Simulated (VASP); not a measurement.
A run of VASP 6.6.1 is set up as follows.

The input INCAR:

```
SYSTEM = NaGeF3
  PREC = Accurate
  ENCUT = 520
  EDIFF = 1E-7
  ISMEAR = -1
  SIGMA = 0.02
  LREAL = .FALSE.
  LASPH = .TRUE.
  NELM = 100
  ALGO = Normal
  ISIF = 2
  LWAVE = .FALSE.
  LCHARG = .FALSE.
  GGA = PE
  NBANDS = 29
```

The input KPOINTS:

```
regular mesh
0
G
  6 6 6
  0 0 0
```

Contents of POSCAR:

```
NaGeF3
1.0
    4.3476431000      0.0000000000      0.0000000000
    0.0000000000      4.3476431000      0.0000000000
    0.0000000000      0.0000000000      4.3476431000
Na Ge F
1 1 3
Direct
    0.0000000000      0.0000000000      0.0000000000
    0.5000000000      0.5000000000      0.5000000000
    0.5000000000      0.5000000000      0.0000000000
    0.5000000000      0.0000000000      0.5000000000
    0.0000000000      0.5000000000      0.5000000000
```

Potentials or basis: VASP PAW PBE potentials, release 64 (Na_pv, Ge_d, F).

Launch:

```bash
$ cat potpaw_PBE.64/Na_pv/POTCAR potpaw_PBE.64/Ge_d/POTCAR potpaw_PBE.64/F/POTCAR > POTCAR
$ mpirun -np 1 vasp_std > vasp.out
```

**Question.** Estimate the band gap on the k mesh.

**Answer.** 1.30 eV, indirect (least direct gap 1.90 eV).

**Question.** What does it give for the pressure?

**Answer.** 2.0 GPa.

A k mesh can miss the band edges. Expect the measured gap to be larger: semilocal functionals such as PBE lack the derivative discontinuity.
